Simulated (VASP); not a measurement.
# CO2 (scan) (Pa-3) in VASP: notebook

CO2 (scan) is run at these levels: r2SCAN; tasks: single point.

Program: VASP 6.6.1. These are calculated values, not measurements. Logs are shortened: lines on timing, memory, paths and dates and some standing lists are left out, and cuts for length are marked.

## 1. The cell of the first run

The structure is cubic, space group Pa-3 (No. 205). Conventional cell: a = 5.225 Å, b = 5.225 Å, c = 5.225 Å, α = 90.00°, β = 90.00°, γ = 90.00°. Within 1.6 Å of C (site symmetry -3) lie 2 O at 1.16 Å. O (site symmetry 3) has 1 C at 1.16 Å within 1.6 Å.

## 2. Single point, r2SCAN

Contents of POSCAR:

```
CO2
1.0
    5.2245940804      0.0000000000      0.0000000000
    0.0000000000      5.2245940804      0.0000000000
    0.0000000000      0.0000000000      5.2245940804
C O
4 8
Direct
    0.0000000000      0.0000000000      0.0000000000
    0.5000000000      0.0000000000      0.5000000000
    0.5000000000      0.5000000000      0.0000000000
    0.0000000000      0.5000000000      0.5000000000
    0.1279520748      0.1279520748      0.1279520748
    0.3720479252      0.8720479252      0.6279520748
    0.6279520748      0.3720479252      0.8720479252
    0.8720479252      0.6279520748      0.3720479252
    0.8720479252      0.8720479252      0.8720479252
    0.6279520748      0.1279520748      0.3720479252
    0.3720479252      0.6279520748      0.1279520748
    0.1279520748      0.3720479252      0.6279520748
```

Contents of INCAR.step1:

```
PREC = Accurate ; ENCUT = 520
ISMEAR = 0 ; SIGMA = 0.1
LREAL = False ; LASPH = True
NELM = 60 ; NBANDS = 44
GGA = PE ; ALGO = Normal
EDIFF = 1E-4 ; LWAVE = True
LCHARG = False
```

Contents of INCAR.step2:

```
PREC = Accurate ; ENCUT = 520
EDIFF = 1E-7 ; ISMEAR = 0
SIGMA = 0.1 ; LREAL = False
LASPH = True ; NELM = 60
ALGO = Normal ; ISIF = 2
LWAVE = False ; LCHARG = False
METAGGA = R2SCAN ; LMIXTAU = True
NBANDS = 44 ; ISTART = 1
```

Contents of KPOINTS:

```
regular mesh
0
Gamma
  4 4 4
```

Potentials or basis: VASP PAW PBE potentials, release 64 (C, O).

Started as:

```sh
cat potpaw_PBE.64/C/POTCAR potpaw_PBE.64/O/POTCAR > POTCAR
cp INCAR.step1 INCAR
mpirun -np 1 vasp_std > vasp.out
cp INCAR.step2 INCAR
mpirun -np 1 vasp_std > vasp.out
```

OUTCAR:

```text
PREC = Accurate
   ENCUT = 520
   EDIFF = 1E-7
   ISMEAR = 0
   LREAL = False
   LASPH = True
   NELM = 60
   ISIF = 2
   METAGGA = R2SCAN
   ISTART = 1

 ion  position               nearest neighbor table
   1  0.000  0.000  0.000-   5 1.16   9 1.16
   2  0.500  0.000  0.500-   6 1.16  10 1.16
   3  0.500  0.500  0.000-   7 1.16  11 1.16
   4  0.000  0.500  0.500-   8 1.16  12 1.16
   5  0.128  0.128  0.128-   1 1.16
   6  0.372  0.872  0.628-   2 1.16
   7  0.628  0.372  0.872-   3 1.16
   8  0.872  0.628  0.372-   4 1.16
   9  0.872  0.872  0.872-   1 1.16
  10  0.628  0.128  0.372-   2 1.16
  11  0.372  0.628  0.128-   3 1.16
  12  0.128  0.372  0.628-   4 1.16

  LATTYP: Found a simple cubic cell.
 ALAT       =     5.2245940804

  Lattice vectors:

 A1 = (   5.2245940804,   0.0000000000,   0.0000000000)
 A2 = (   0.0000000000,   5.2245940804,   0.0000000000)
 A3 = (   0.0000000000,   0.0000000000,   5.2245940804)

Analysis of symmetry for initial positions (statically):
=====================================================================
 Subroutine PRICEL returns:
 Original cell was already a primitive cell.

 Routine SETGRP: Setting up the symmetry group for a
 simple cubic supercell.

 Subroutine GETGRP returns: Found 24 space group operations
 (whereof  6 operations were pure point group operations)
 out of a pool of 48 trial point group operations.

The static configuration has the point symmetry S_6 .
 The point group associated with its full space group is T_h .

Analysis of symmetry for dynamics (positions and initial velocities):
=====================================================================
 Subroutine PRICEL returns:
 Original cell was already a primitive cell.

 Routine SETGRP: Setting up the symmetry group for a
 simple cubic supercell.

 Subroutine GETGRP returns: Found 24 space group operations
 (whereof  6 operations were pure point group operations)
 out of a pool of 48 trial point group operations.

The dynamic configuration has the point symmetry S_6 .
 The point group associated with its full space group is T_h .

 Subroutine INISYM returns: Found 24 space group operations
 (whereof  6 operations are pure point group operations),
 and found     1 'primitive' translations

----------------------------------------------------------------------------------------

                                     Primitive cell

  volume of cell :     142.6125

  direct lattice vectors                    reciprocal lattice vectors
     5.224594080  0.000000000  0.000000000     0.191402429  0.000000000  0.000000000
     0.000000000  5.224594080  0.000000000     0.000000000  0.191402429  0.000000000
     0.000000000  0.000000000  5.224594080     0.000000000  0.000000000  0.191402429

  length of vectors
     5.224594080  5.224594080  5.224594080     0.191402429  0.191402429  0.191402429

  position of ions in fractional coordinates (direct lattice)
     0.000000000  0.000000000  0.000000000
     0.500000000  0.000000000  0.500000000
     0.500000000  0.500000000  0.000000000
     0.000000000  0.500000000  0.500000000
     0.127952075  0.127952075  0.127952075
     0.372047925  0.872047925  0.627952075
     0.627952075  0.372047925  0.872047925
     0.872047925  0.627952075  0.372047925
     0.872047925  0.872047925  0.872047925
     0.627952075  0.127952075  0.372047925
     0.372047925  0.627952075  0.127952075
     0.127952075  0.372047925  0.627952075

  ion indices of the primitive-cell ions
   primitive index   ion index
                 1           1
                 2           2
                 3           3
                 4           4
                 5           5
                 6           6
                 7           7
                 8           8
                 9           9
                10          10
                11          11
                12          12

----------------------------------------------------------------------------------------

 KPOINTS: regular mesh

Automatic generation of k-mesh.
 Grid dimensions read from file:
 generate k-points for:    4    4    4

 Generating k-lattice:

  Cartesian coordinates                     Fractional coordinates (reciprocal lattice)
     0.047850607  0.000000000  0.000000000     0.250000000  0.000000000  0.000000000
     0.000000000  0.047850607  0.000000000     0.000000000  0.250000000  0.000000000
     0.000000000  0.000000000  0.047850607     0.000000000  0.000000000  0.250000000

  Length of vectors
     0.047850607  0.047850607  0.047850607

  Shift w.r.t. Gamma in fractional coordinates (k-lattice)
     0.000000000  0.000000000  0.000000000

 Subroutine IBZKPT returns following result:
 ===========================================

 Found     11 irreducible k-points:

 Following reciprocal coordinates:
            Coordinates               Weight
  0.000000  0.000000  0.000000      1.000000
  0.250000  0.000000  0.000000      6.000000
  0.500000  0.000000  0.000000      3.000000
  0.250000  0.250000  0.000000     12.000000
  0.500000  0.250000  0.000000      6.000000
 -0.250000  0.500000  0.000000      6.000000
  0.500000  0.500000  0.000000      3.000000
  0.250000  0.250000  0.250000      8.000000
  0.500000  0.250000  0.250000     12.000000
  0.500000  0.500000  0.250000      6.000000
  0.500000  0.500000  0.500000      1.000000
   k-points           NKPTS =     11   k-points in BZ     NKDIM =     11   number of bands    NBANDS=     44
   number of dos      NEDOS =    301   number of ions     NIONS =     12
   total plane-waves  NPLWV =  64000
   dimension x,y,z NGX =    40 NGY =   40 NGZ =   40
   dimension x,y,z NGXF=    80 NGYF=   80 NGZF=   80
   ions per type =               4   8
   NGX,Y,Z   is equivalent  to a cutoff of  12.73, 12.73, 12.73 a.u.
   NGXF,Y,Z  is equivalent  to a cutoff of  25.46, 25.46, 25.46 a.u.
 SYSTEM =  unknown system
   PREC   = accura    normal or accurate (medium, high low for compatibility)
   ISTART =      1    job   : 0-new  1-cont  2-samecut
   ICHARG =      0    charge: 1-file 2-atom 10-const
   ISPIN  =      1    spin polarized calculation?
   LNONCOLLINEAR =      F non collinear calculations
   LSORBIT =      F    spin-orbit coupling
   LASPH  =      T    aspherical Exc in radial PAW
   ENCUT  =  520.0 eV  38.22 Ry    6.18 a.u.   9.71  9.71  9.71*2*pi/ulx,y,z
   NELM   =     60;   NELMIN=  2; NELMDL=  0     # of ELM steps
   EDIFF  = 0.1E-06   stopping-criterion for ELM
   LREAL  =      F    real-space projection
   EDIFFG = 0.1E-05   stopping-criterion for IOM
   NSW    =      0    number of steps for IOM
   IBRION =     -1    ionic relax: 0-MD 1-quasi-New 2-CG
   NFREE  =      0    steps in history (QN), initial steepest desc. (CG)
   ISIF   =      2    stress and relaxation
   ISYM   =      2    0-nonsym 1-usesym 2-fastsym
   POTIM  = 0.5000    time-step for ionic-motion
   TEBEG  =    0.0;   TEEND  =   0.0 temperature during run
   PSTRESS=    0.0 pullay stress
   NELECT =      64.0000    total number of electrons
   NUPDOWN=      -1.0000    fix difference up-down
   EMIN   =  10.00;   EMAX   =-10.00  energy-range for DOS
   EFERMI =   0.00;   METHOD = LEGACY
   ISMEAR =     0;   SIGMA  =   0.10  broadening in eV -4-tet -1-fermi 0-gaus
   EFERMI_NEDOS =   21; number of points for ismear=-14 and -15
   IALGO  =     38    algorithm
   IMIX   =      4    mixing-type and parameters
     AMIX     =   0.40;   BMIX     =  1.00
     AMIX_MAG =   1.60;   BMIX_MAG =  1.00
  volume/ion in A,a.u.               =      11.88        80.20
  Fermi-wavevector in a.u.,A,eV,Ry     =   1.253379  2.368542 21.374179  1.570958
  Thomas-Fermi vector in A             =   2.387234
   LORBIT       =      0    0 simple, 1 ext, 2 COOP (PROOUT), +10 PAW based schemes
   METAGGA = R2SCAN    functional components
   LHFCALC =     F    Hartree Fock is set to
   AEXX    =    0.0000 exact exchange contribution
   IVDW    =     0    specifies the selected vdW correction
   LEPSILON=     F    determine dielectric tensor
   LRPA    =     F    only Hartree local field effects (RPA)
 non-spin polarized calculation
 Gauss-broadening in eV      SIGMA  =   0.10
  energy-cutoff  :      520.00
  volume of cell :      142.61
 maximum number of plane-waves:      3887
 NGX is ok and might be reduce to    40
   NGX = 19   NGY = 19   NGZ = 19

 number of electron      64.0000001 magnetization

 Free energy of the ion-electron system (eV)
  ---------------------------------------------------
  ext. energy  EPLUGINS =         0.00000000
  ---------------------------------------------------
  free energy    TOTEN  =      -102.78573261 eV

  energy without entropy =     -102.78573261  energy(sigma->0) =     -102.78573261

 E-fermi :  -2.2454     XC(G=0):  -9.4684

 val. band max:       -2.7109843579   @ k =   0.0000   0.0000   0.0000
 cond. band min:       5.0581995593   @ k =   0.0000   0.0000   0.0000
 fundamental gap:      7.7691839172
 Fermi energy:        -2.2454162782

 k-point     1 :       0.0000    0.0000    0.0000
  band No.  band energies     occupation
      1     -24.9423      2.00000
      2     -24.5068      2.00000
      3     -24.5068      2.00000
      4     -24.5068      2.00000
      5     -23.5781      2.00000
      6     -23.5781      2.00000
[... 36 lines left out ...]
     43       9.6544      0.00000
     44       9.6544      0.00000

 k-point     2 :       0.2500    0.0000    0.0000
  band No.  band energies     occupation
      1     -24.8853      2.00000
      2     -24.5794      2.00000
      3     -24.5063      2.00000
      4     -24.5063      2.00000
      5     -23.5721      2.00000
      6     -23.5704      2.00000
[... 415 lines left out ...]
 k-point    11 :       0.5000    0.5000    0.5000
  band No.  band energies     occupation
      1     -24.6153      2.00000
      2     -24.6153      2.00000
      3     -24.6153      2.00000
      4     -24.6153      2.00000
      5     -23.5515      2.00000
      6     -23.5515      2.00000
[... 36 lines left out ...]
     43       8.3080      0.00000
     44       8.3080      0.00000

------------------------ aborting loop because EDIFF is reached ----------------------------------------

  FORCE on cell =-STRESS in cart. coord.  units (eV):
  Direction    XX          YY          ZZ          XY          YZ          ZX
  --------------------------------------------------------------------------------------
  -------------------------------------------------------------------------------------
  Total        5.0993587      5.0993587      5.0993587      0.0000000      0.0000000     -0.0000000
  in kB       57.2886357     57.2886357     57.2886357      0.0000000      0.0000000     -0.0000000
  external PRESSURE =      57.2886357 kB  Pullay stress =       0.0000000 kB

 VOLUME and BASIS-vectors are now :
 -----------------------------------------------------------------------------
  energy-cutoff  :      520.00
  volume of cell :      142.61
      direct lattice vectors                 reciprocal lattice vectors
     5.224594080  0.000000000  0.000000000     0.191402429  0.000000000  0.000000000
     0.000000000  5.224594080  0.000000000     0.000000000  0.191402429  0.000000000
     0.000000000  0.000000000  5.224594080     0.000000000  0.000000000  0.191402429

 POSITION                                       TOTAL-FORCE (eV/Angst)
 -----------------------------------------------------------------------------------
      0.00000      0.00000      0.00000        -0.000000     -0.000000      0.000000
      2.61230      0.00000      2.61230        -0.000000     -0.000000      0.000000
      2.61230      2.61230      0.00000        -0.000000     -0.000000      0.000000
      0.00000      2.61230      2.61230        -0.000000     -0.000000      0.000000
      0.66850      0.66850      0.66850         0.459687      0.459687      0.459687
      1.94380      4.55610      3.28079        -0.459687     -0.459687      0.459687
      3.28079      1.94380      4.55610         0.459687     -0.459687     -0.459687
      4.55610      3.28079      1.94380        -0.459687      0.459687     -0.459687
      4.55610      4.55610      4.55610        -0.459687     -0.459687     -0.459687
      3.28079      0.66850      1.94380         0.459687      0.459687     -0.459687
      1.94380      3.28079      0.66850        -0.459687      0.459687      0.459687
      0.66850      1.94380      3.28079         0.459687     -0.459687      0.459687
 -----------------------------------------------------------------------------------
    total drift:                               -0.000000     -0.000000      0.000000

  FREE ENERGIE OF THE ION-ELECTRON SYSTEM (eV)
  ---------------------------------------------------
  free  energy   TOTEN  =      -102.7857326115 eV

  energy  without entropy=     -102.7857326115  energy(sigma->0) =     -102.78573261
```

It took 8.6 min on 1 thread of Intel Xeon Platinum 8259CL at 2.50GHz (Skylake/Cascade Lake), shared host; peak memory 0.26 GiB.

Results:

```yaml
Free_energy: -102.7857 eV
Pressure: 5.7 GPa
Largest_force: 0.796 eV/Å
Band_gap_on_the_k_mesh: 7.77 eV, direct
```

Forces on the atoms (eV/Å):
```
C    0.000  0.000  0.000
C    0.000  0.000  0.000
C    0.000  0.000  0.000
C    0.000  0.000  0.000
O    0.460  0.460  0.460
O   -0.460 -0.460  0.460
O    0.460 -0.460 -0.460
O   -0.460  0.460 -0.460
O   -0.460 -0.460 -0.460
O    0.460  0.460 -0.460
O   -0.460  0.460  0.460
O    0.460 -0.460  0.460
```

Caveat: the PAW data sets were made with another functional, which shifts forces and pressure a little. A k mesh can miss the band edges.

(Continued in part 2 of 2.)
